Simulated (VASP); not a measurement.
Write the native input for VASP 6.6.1 that does the following.

```
Task                   : single point
Functional             : PBEsol
Potentials or basis    : VASP PAW PBE potentials, release 64 (K_sv, Cl)
Cutoff                 : 520 eV
k mesh                 : 6 × 6 × 6
Occupations            : gaussian, width 0.05 eV
Spin                   : no spin polarisation
Dipole correction      : no
Further INCAR settings : ALGO = Normal; EDIFF = 1e-07; NBANDS = 15
```

The structure of KCl lies in POSCAR:

```
KCl
1.0
    3.8775879600      0.0000000000      0.0000000000
    0.0000000000      3.8775879600      0.0000000000
    0.0000000000      0.0000000000      3.8391960000
K Cl
1 1
Direct
    0.0000000000      0.0000000000      0.0000000000
    0.5000000000      0.5000000000      0.5000000000
```

This cell differs from its parent crystal: strain +0.0100 x Voigt [1, 1, 0, 0, 0, 0].

One way to write it, as run:

INCAR

```
PREC = Accurate
ENCUT = 520
EDIFF = 1E-7
ISMEAR = 0
SIGMA = 0.05
LREAL = F
LASPH = T
NELM = 60
ALGO = Normal
ISIF = 2
LWAVE = F
LCHARG = F
GGA = PS
NBANDS = 15
```

KPOINTS

```
Automatic mesh
0
Gamma
  6 6 6
```

Potentials or basis: VASP PAW PBE potentials, release 64 (K_sv, Cl).

The run is started by

```console
$ cat potpaw_PBE.64/K_sv/POTCAR potpaw_PBE.64/Cl/POTCAR > POTCAR
$ mpirun -np 1 vasp_std > vasp.out
```

It gave:

```json
{"Pressure": "-1.7 GPa", "Band gap on the k mesh": "4.51 eV, indirect (least direct gap 4.71 eV)"}
```

Caveat: the cell differs from its parent crystal (strain +0.0100 x Voigt [1, 1, 0, 0, 0, 0]); the PAW data sets were made with another functional, which shifts forces and pressure a little.

It took 45 s on 1 thread of AMD EPYC 7R43 64-Core Processor (Zen 3), on a shared host, peak memory 0.14 GiB.
